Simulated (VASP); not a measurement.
BaTiO3, 5 atoms in the cell. The structure is trigonal, space group R3m (No. 160). The conventional cell has a = 5.680 Å, b = 5.680 Å, c = 6.994 Å, α = 90.00°, β = 90.00°, γ = 120.00°. Ba (site symmetry 3m) has 12 O at 2.78 to 2.93 Å and 8 Ti at 3.40 to 3.59 Å within 3.7 Å. Within 2.5 Å of Ti (site symmetry 3m) lie 6 O at 1.87 to 2.16 Å. O (site symmetry m) has 2 Ti at 1.87 to 2.16 Å within 2.5 Å. 

```yaml
Program: VASP 6.6.1
Task: single point
Functional: r2SCAN
Potentials_or_basis: VASP PAW PBE potentials, release 64 (Ba_sv, Ti_sv, O)
Cutoff: 520 eV
k_mesh: 6 × 6 × 6
Occupations: gaussian, width 0.02 eV
Spin: no spin polarisation
Dipole_correction: no
Further_INCAR_settings: ALGO = Normal; EDIFF = 1e-06; NBANDS = 28
```

Potentials or basis: VASP PAW PBE potentials, release 64 (Ba_sv, Ti_sv, O).

Run with:

```console
$ cat potpaw_PBE.64/Ba_sv/POTCAR potpaw_PBE.64/Ti_sv/POTCAR potpaw_PBE.64/O/POTCAR > POTCAR
$ cp INCAR.step1 INCAR
$ mpirun -np 1 vasp_std > vasp.out
$ cp INCAR.step2 INCAR
$ mpirun -np 1 vasp_std > vasp.out
```

Hardware: 1 thread of Intel(R) Xeon(R) 6975P-C (Granite Rapids), on a shared host.

Question: Estimate the wall time of this run.

Answer: Wall time 100 s on 1 thread of Intel(R) Xeon(R) 6975P-C (Granite Rapids) (shared host), peak memory 0.21 GiB. Counts: k points 32.
